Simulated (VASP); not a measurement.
Crystal: Co.

```
CELL_PARAMETERS angstrom
2.48736 0.00000 0.00000
-1.24368 2.15412 0.00000
0.00000 0.00000 4.06329
ATOMIC_POSITIONS crystal
Co 0.33333 0.66667 0.74014
Co 0.66667 0.33333 0.25986
```

* Program: VASP 6.6.1
* Task: relaxation of cell and atoms
* Functional: PBEsol
* Dispersion: D3(BJ)
* Potentials or basis: VASP PAW PBE potentials, release 64 (Co)
* Cutoff: 600 eV
* k mesh: 12 × 12 × 7
* Occupations: fermi-dirac, width 0.05 eV
* Spin: collinear spin, ferromagnetic start
* Starting moments: [2.0, 2.0] μB

At the start: pressure -15.7 GPa; volume 10.89 Å³/atom.

Problem. Where does the relaxation end?

Solution. Over 8 steps the energy falls by 56.0 meV/atom and the volume is 10.05 Å³/atom (-7.7 %); space group P-3m1 (No. 164, to 0.1 Å) before, P6_3/mmc (No. 194, to 0.1 Å); moment 3.03 μB per cell.

Step by step:
```tsv
step	energy change (eV)	largest force (eV/Å)	pressure (GPa)	volume (Å³)
1	0.0000	0.4289	-15.70	21.77
2	0.0089	0.5224	25.86	18.58
3	-0.0955	0.5492	0.77	20.10
4	-0.0955	0.5503	1.18	20.06
5	-0.1115	0.0642	1.14	20.01
6	-0.1117	0.0040	1.21	20.01
7	-0.1115	0.0037	-1.39	20.21
8	-0.1120	0.0037	0.00	20.10
```

Final structure:
```
CELL_PARAMETERS angstrom
2.43145 0.00000 0.00000
-1.21573 2.10570 0.00000
0.00000 0.00000 3.92587
ATOMIC_POSITIONS crystal
Co 0.33333 0.66667 0.74995
Co 0.66667 0.33333 0.25005
```

Caveat: the PAW data sets were made with another functional, which shifts forces and pressure a little.
